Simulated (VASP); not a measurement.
A run of VASP 6.6.1 is set up as follows.

The input INCAR:

```
SYSTEM = Pd
ALGO = Normal ; EDIFF = 1E-6
ENCUT = 520 ; GGA = PS
ISIF = 2 ; ISMEAR = -1
LASPH = .True. ; LCHARG = .False.
LREAL = .False. ; LWAVE = .False.
NBANDS = 11 ; NELM = 60
PREC = Accurate ; SIGMA = 0.05
```

KPOINTS

```
k-points
0
Gamma
  18 18 18
  0 0 0
```

File POSCAR:

```
Pd
1.0
    0.0000000000      1.9449000000      1.9449000000
    1.9449000000      0.0000000000      1.9449000000
    1.9449000000      1.9449000000      0.0000000000
Pd
1
Direct
    0.0000000000      0.0000000000      0.0000000000
```

Potentials or basis: VASP PAW PBE potentials, release 64 (Pd).

Command:

```console
$ cat potpaw_PBE.64/Pd/POTCAR > POTCAR
$ mpirun -np 1 vasp_std > vasp.out
```

**Question.** Estimate the band gap on the k mesh.

**Answer.** Zero (band 5 reaches 9.96 eV, above the bottom of band 6 at 8.37 eV).

**Question.** What does it give for the pressure?

**Answer.** -2.5 GPa.

Caveat: the PAW data sets were made with another functional, which shifts forces and pressure a little.
